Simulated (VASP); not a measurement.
# LiBr (Fm-3m) in VASP: notebook

Aim: see how the results for LiBr move with the level of theory and the settings. Levels: LDA, PBE. Tasks: single point.

Program: VASP 6.6.1. These are calculated values, not measurements. Logs are shortened: lines on timing, memory, paths and dates and some standing lists are left out, and cuts for length are marked.

### 1 The cell of the first run

It takes space group Fm-3m (No. 225, cubic). Conventional cell: a = 5.489 Å, b = 5.489 Å, c = 5.489 Å, α = 90.00°, β = 90.00°, γ = 90.00°. Li (site symmetry m-3m) has 6 Br at 2.74 Å within 3.6 Å. Within 3.6 Å of Br (site symmetry m-3m) lie 6 Li at 2.74 Å.

### 2 Single point, LDA

Contents of INCAR:

```
PREC = Accurate
ENCUT = 750
EDIFF = 1E-6
ISMEAR = -1
SIGMA = 0.03
LREAL = F
LASPH = T
NELM = 120
ALGO = Normal
ISIF = 2
LWAVE = F
LCHARG = F
GGA = CA
NBANDS = 12
GGA_COMPAT = F
```

Contents of KPOINTS:

```
regular mesh
0
Gamma
  8 8 8
```

Contents of POSCAR:

```
LiBr
1.0
    0.0000000000      2.7445000000      2.7445000000
    2.7445000000      0.0000000000      2.7445000000
    2.7445000000      2.7445000000      0.0000000000
Li Br
1 1
Direct
    0.0000000000      0.0000000000      0.0000000000
    0.5000000000      0.5000000000      0.5000000000
```

Potentials or basis: VASP PAW LDA potentials, release 64 (Li_sv, Br).

The run is started by

```console
> cat potpaw_LDA.64/Li_sv/POTCAR potpaw_LDA.64/Br/POTCAR > POTCAR
> mpirun -np 1 vasp_std > vasp.out
```

OUTCAR:

```text
PREC = Accurate
   ENCUT = 750
   EDIFF = 1E-6
   ISMEAR = -1
   LREAL = F
   LASPH = T
   NELM = 120
   ISIF = 2
   GGA = CA

 ion  position               nearest neighbor table
   1  0.000  0.000  0.000-
   2  0.500  0.500  0.500-

  LATTYP: Found a face centered cubic cell.
 ALAT       =     5.4890000000

  Lattice vectors:

 A1 = (   0.0000000000,   2.7445000000,   2.7445000000)
 A2 = (   2.7445000000,   0.0000000000,   2.7445000000)
 A3 = (   2.7445000000,   2.7445000000,   0.0000000000)

Analysis of symmetry for initial positions (statically):
=====================================================================
 Subroutine PRICEL returns:
 Original cell was already a primitive cell.

 Routine SETGRP: Setting up the symmetry group for a
 face centered cubic supercell.

 Subroutine GETGRP returns: Found 48 space group operations
 (whereof 48 operations were pure point group operations)
 out of a pool of 48 trial point group operations.

The static configuration has the point symmetry O_h .

Analysis of symmetry for dynamics (positions and initial velocities):
=====================================================================
 Subroutine PRICEL returns:
 Original cell was already a primitive cell.

 Routine SETGRP: Setting up the symmetry group for a
 face centered cubic supercell.

 Subroutine GETGRP returns: Found 48 space group operations
 (whereof 48 operations were pure point group operations)
 out of a pool of 48 trial point group operations.

The dynamic configuration has the point symmetry O_h .

 Subroutine INISYM returns: Found 48 space group operations
 (whereof 48 operations are pure point group operations),
 and found     1 'primitive' translations

----------------------------------------------------------------------------------------

                                     Primitive cell

  volume of cell :      41.3447

  direct lattice vectors                    reciprocal lattice vectors
     0.000000000  2.744500000  2.744500000    -0.182182547  0.182182547  0.182182547
     2.744500000  0.000000000  2.744500000     0.182182547 -0.182182547  0.182182547
     2.744500000  2.744500000  0.000000000     0.182182547  0.182182547 -0.182182547

  length of vectors
     3.881309122  3.881309122  3.881309122     0.315549428  0.315549428  0.315549428

  position of ions in fractional coordinates (direct lattice)
     0.000000000  0.000000000  0.000000000
     0.500000000  0.500000000  0.500000000

  ion indices of the primitive-cell ions
   primitive index   ion index
                 1           1
                 2           2

----------------------------------------------------------------------------------------

 KPOINTS: regular mesh

Automatic generation of k-mesh.
 Grid dimensions read from file:
 generate k-points for:    8    8    8

 Generating k-lattice:

  Cartesian coordinates                     Fractional coordinates (reciprocal lattice)
    -0.022772818  0.022772818  0.022772818     0.125000000  0.000000000  0.000000000
     0.022772818 -0.022772818  0.022772818     0.000000000  0.125000000  0.000000000
     0.022772818  0.022772818 -0.022772818     0.000000000  0.000000000  0.125000000

  Length of vectors
     0.039443678  0.039443678  0.039443678

  Shift w.r.t. Gamma in fractional coordinates (k-lattice)
     0.000000000  0.000000000  0.000000000

 Subroutine IBZKPT returns following result:
 ===========================================

 Found     29 irreducible k-points:

 Following reciprocal coordinates:
            Coordinates               Weight
  0.000000  0.000000  0.000000      1.000000
  0.125000  0.000000  0.000000      8.000000
  0.250000  0.000000  0.000000      8.000000
  0.375000  0.000000  0.000000      8.000000
  0.500000  0.000000  0.000000      4.000000
  0.125000  0.125000  0.000000      6.000000
[... 16 lines left out ...]
  0.500000  0.250000  0.125000     48.000000
 -0.375000  0.250000  0.125000     24.000000
 [... further k-points ...]
   k-points           NKPTS =     29   k-points in BZ     NKDIM =     29   number of bands    NBANDS=     12
   number of dos      NEDOS =    301   number of ions     NIONS =      2
   total plane-waves  NPLWV =  46656
   dimension x,y,z NGX =    36 NGY =   36 NGZ =   36
   dimension x,y,z NGXF=    72 NGYF=   72 NGZF=   72
   ions per type =               1   1
   NGX,Y,Z   is equivalent  to a cutoff of  15.42, 15.42, 15.42 a.u.
   NGXF,Y,Z  is equivalent  to a cutoff of  30.84, 30.84, 30.84 a.u.
 SYSTEM =  unknown system
   PREC   = accura    normal or accurate (medium, high low for compatibility)
   ISTART =      0    job   : 0-new  1-cont  2-samecut
   ICHARG =      2    charge: 1-file 2-atom 10-const
   ISPIN  =      1    spin polarized calculation?
   LNONCOLLINEAR =      F non collinear calculations
   LSORBIT =      F    spin-orbit coupling
   LASPH  =      T    aspherical Exc in radial PAW
   ENCUT  =  750.0 eV  55.12 Ry    7.42 a.u.   8.67  8.67  8.67*2*pi/ulx,y,z
   NELM   =    120;   NELMIN=  2; NELMDL= -5     # of ELM steps
   EDIFF  = 0.1E-05   stopping-criterion for ELM
   LREAL  =      F    real-space projection
   EDIFFG = 0.1E-04   stopping-criterion for IOM
   NSW    =      0    number of steps for IOM
   IBRION =     -1    ionic relax: 0-MD 1-quasi-New 2-CG
   NFREE  =      0    steps in history (QN), initial steepest desc. (CG)
   ISIF   =      2    stress and relaxation
   ISYM   =      2    0-nonsym 1-usesym 2-fastsym
   POTIM  = 0.5000    time-step for ionic-motion
   TEBEG  =    0.0;   TEEND  =   0.0 temperature during run
   PSTRESS=    0.0 pullay stress
   NELECT =      10.0000    total number of electrons
   NUPDOWN=      -1.0000    fix difference up-down
   EMIN   =  10.00;   EMAX   =-10.00  energy-range for DOS
   EFERMI =   0.00;   METHOD = LEGACY
   ISMEAR =    -1;   SIGMA  =   0.03  broadening in eV -4-tet -1-fermi 0-gaus
   EFERMI_NEDOS =   21; number of points for ismear=-14 and -15
   IALGO  =     38    algorithm
   IMIX   =      4    mixing-type and parameters
     AMIX     =   0.40;   BMIX     =  1.00
     AMIX_MAG =   1.60;   BMIX_MAG =  1.00
  volume/ion in A,a.u.               =      20.67       139.50
  Fermi-wavevector in a.u.,A,eV,Ry     =   1.020003  1.927527 14.155594  1.040407
  Thomas-Fermi vector in A             =   2.153549
   LORBIT       =      0    0 simple, 1 ext, 2 COOP (PROOUT), +10 PAW based schemes
   GGA     = CA    functional components
   LHFCALC =     F    Hartree Fock is set to
   AEXX    =    0.0000 exact exchange contribution
   IVDW    =     0    specifies the selected vdW correction
   LEPSILON=     F    determine dielectric tensor
   LRPA    =     F    only Hartree local field effects (RPA)
 non-spin polarized calculation
  energy-cutoff  :      750.00
  volume of cell :       41.34
 maximum number of plane-waves:      1964
   NGX = 17   NGY = 17   NGZ = 17

 number of electron      10.0000001 magnetization

 Free energy of the ion-electron system (eV)
  ---------------------------------------------------
  ext. energy  EPLUGINS =         0.00000000
  ---------------------------------------------------
  free energy    TOTEN  =        -7.33707776 eV

  energy without entropy =       -7.33707776  energy(sigma->0) =       -7.33707776

 E-fermi :   1.0514     XC(G=0):  -8.8166

 val. band max:        0.3303710702   @ k =   0.0000   0.0000   0.0000
 cond. band min:       5.0188655078   @ k =   0.0000   0.0000   0.0000
 fundamental gap:      4.6884944377
 Fermi energy:         1.0513767616

 k-point     1 :       0.0000    0.0000    0.0000
  band No.  band energies     occupation
      1     -42.9887      2.00000
      2     -13.1524      2.00000
      3       0.3304      2.00000
      4       0.3304      2.00000
      5       0.3304      2.00000
      6       5.0189      0.00000
      7      10.6879      0.00000
      8      10.6879      0.00000
      9      10.6879      0.00000
     10      12.2960      0.00000
     11      12.2960      0.00000
     12      12.2960      0.00000

 k-point     2 :       0.1250    0.0000    0.0000
  band No.  band energies     occupation
      1     -42.9885      2.00000
      2     -13.0877      2.00000
      3      -0.2809      2.00000
      4       0.2871      2.00000
      5       0.2871      2.00000
      6       5.5564      0.00000
      7       9.9098      0.00000
      8      10.4713      0.00000
      9      10.4713      0.00000
     10      11.5780      0.00000
     11      11.5780      0.00000
     12      12.6822      0.00000

 k-point     3 :       0.2500    0.0000    0.0000
  band No.  band energies     occupation
      1     -42.9881      2.00000
      2     -12.9235      2.00000
      3      -1.4037      2.00000
      4       0.1891      2.00000
      5       0.1891      2.00000
      6       6.0472      0.00000
      7       9.3237      0.00000
      8       9.3237      0.00000
      9       9.8891      0.00000
     10      12.5499      0.00000
     11      12.5499      0.00000
     12      13.0714      0.00000
[... 286 lines left out ...]
 k-point    23 :       0.5000    0.2500    0.1250
  band No.  band energies     occupation
      1     -42.9874      2.00000
      2     -12.6407      2.00000
      3      -2.1279      2.00000
      4      -0.9658      2.00000
      5      -0.2006      2.00000
      6       7.2974      0.00000
      7       8.0692      0.00000
      8       9.2766      0.00000
      9      10.2100      0.00000
     10      12.8203      0.00000
     11      15.5866      0.00000
     12      15.9753      0.00000

 k-point    24 :      -0.3750    0.2500    0.1250
  band No.  band energies     occupation
      1     -42.9872      2.00000
      2     -12.5754      2.00000
      3      -2.3505      2.00000
      4      -1.0660      2.00000
      5      -0.2971      2.00000
      6       7.1495      0.00000
      7       8.0356      0.00000
      8       9.3473      0.00000
      9      10.8440      0.00000
     10      13.7113      0.00000
     11      14.0827      0.00000
     12      16.8602      0.00000

 [... further k-points ...]

------------------------ aborting loop because EDIFF is reached ----------------------------------------

  FORCE on cell =-STRESS in cart. coord.  units (eV):
  Direction    XX          YY          ZZ          XY          YZ          ZX
  --------------------------------------------------------------------------------------
  -------------------------------------------------------------------------------------
  Total       -0.6925087     -0.6925087     -0.6925087      0.0000000      0.0000000      0.0000000
  in kB      -26.8358958    -26.8358958    -26.8358958      0.0000000      0.0000000      0.0000000
  external PRESSURE =     -26.8358958 kB  Pullay stress =       0.0000000 kB

 VOLUME and BASIS-vectors are now :
 -----------------------------------------------------------------------------
  energy-cutoff  :      750.00
  volume of cell :       41.34
      direct lattice vectors                 reciprocal lattice vectors
     0.000000000  2.744500000  2.744500000    -0.182182547  0.182182547  0.182182547
     2.744500000  0.000000000  2.744500000     0.182182547 -0.182182547  0.182182547
     2.744500000  2.744500000  0.000000000     0.182182547  0.182182547 -0.182182547

 POSITION                                       TOTAL-FORCE (eV/Angst)
 -----------------------------------------------------------------------------------
      0.00000      0.00000      0.00000        -0.000000      0.000000     -0.000000
      2.74450      2.74450      2.74450         0.000000     -0.000000      0.000000
 -----------------------------------------------------------------------------------
    total drift:                                0.000000      0.000000      0.000000

  FREE ENERGIE OF THE ION-ELECTRON SYSTEM (eV)
  ---------------------------------------------------
  free  energy   TOTEN  =        -7.3370777612 eV

  energy  without entropy=       -7.3370777612  energy(sigma->0) =       -7.33707776
```

Run time: 34 s. Hardware: 1 thread of Oxide Virtual Turin-like, shared host; peak memory 0.15 GiB.

What came out:

* Free energy: -7.3371 eV
* Pressure: -2.7 GPa
* Band gap on the k mesh: 4.69 eV

Levels at points of the mesh, in eV from the valence-band top:
```
           k point  band 1  band 2  band 3  band 4  band 5  band 6  band 7  band 8  band 9  band 10
(0.00, 0.00, 0.00)  -43.32  -13.48    0.00    0.00    0.00    4.69   10.36   10.36   10.36    11.97
(0.50, 0.00, 0.00)  -43.32  -13.00   -2.97   -0.27   -0.27    5.35    7.90    7.90   11.59    13.79
(0.50, 0.50, 0.00)  -43.32  -12.80   -2.98   -1.18   -1.18    6.08    6.89   11.40   12.19    12.19
```

LDA gaps usually lie below the measured ones, often by a third to a half.

(Continued in part 2 of 2.)
